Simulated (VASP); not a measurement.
## RuRh2: single point with PBE

RuRh2:

```xyz
3
Lattice="2.6530 0.0000 0.0000 0.0000 2.6530 0.0000 0.0000 0.0000 5.0545" Properties=species:S:1:pos:R:3 pbc="T T T"
Ru    0.0000    0.0000    0.0000
Rh    1.3265    1.3265    3.6827
Rh    1.3265    1.3265    1.3718
```

The cell was generated, and may not be a known phase.

* Program: VASP 6.6.1
* Task: single point
* Functional: PBE
* Potentials or basis: VASP PAW PBE potentials, release 64 (Ru_pv, Rh_pv)
* Cutoff: 520 eV
* k mesh: 6 × 6 × 4
* Occupations: gaussian, width 0.1 eV
* Spin: no spin polarisation

The pressure is 135.4 GPa, the largest force is 7.765 eV/Å and the band gap on the k mesh is zero (bands 22 and 23 overlap by 2.22 eV).

Forces in eV/Å, atoms in the order of the input:
```
Ru   0.000  0.000  0.000
Rh   0.000  0.000 -7.765
Rh   0.000  0.000  7.765
```

Stress tensor (GPa, compression positive):
```
123.84   0.00   0.00
  0.00 123.84   0.00
  0.00   0.00 158.58
```

Levels at points of the mesh, in eV from the Fermi level:
| k point | band 20 | band 21 | band 22 | band 23 | band 24 | band 25 |
| --- | --- | --- | --- | --- | --- | --- |
| (0.00, 0.00, 0.00) | -3.15 | -2.93 | -1.32 | 1.27 | 1.27 | 1.28 |
| (0.50, 0.00, 0.00) | -1.27 | -1.21 | 0.51 | 0.81 | 2.06 | 2.45 |
| (0.50, 0.50, 0.00) | 0.38 | 0.76 | 0.89 | 1.01 | 1.01 | 2.80 |
| (0.00, 0.00, 0.50) | -2.16 | -2.16 | -1.54 | -0.15 | -0.15 | 0.82 |
| (0.50, 0.00, 0.50) | -2.89 | -1.42 | -0.68 | 0.57 | 1.77 | 2.27 |
| (0.50, 0.50, 0.50) | 0.17 | 0.27 | 0.51 | 0.53 | 0.89 | 6.32 |

Run time: 21 s on 1 thread of AMD EPYC 7R13 Processor (Zen 3), on a shared host, peak memory 0.13 GiB.

Caveat: the k points lie up to 0.39 Å⁻¹ apart, too coarse for converged energies and pressures of a metal; forces of over 1 eV/Å act on the atoms, so gaps and moduli don't describe the material at rest.
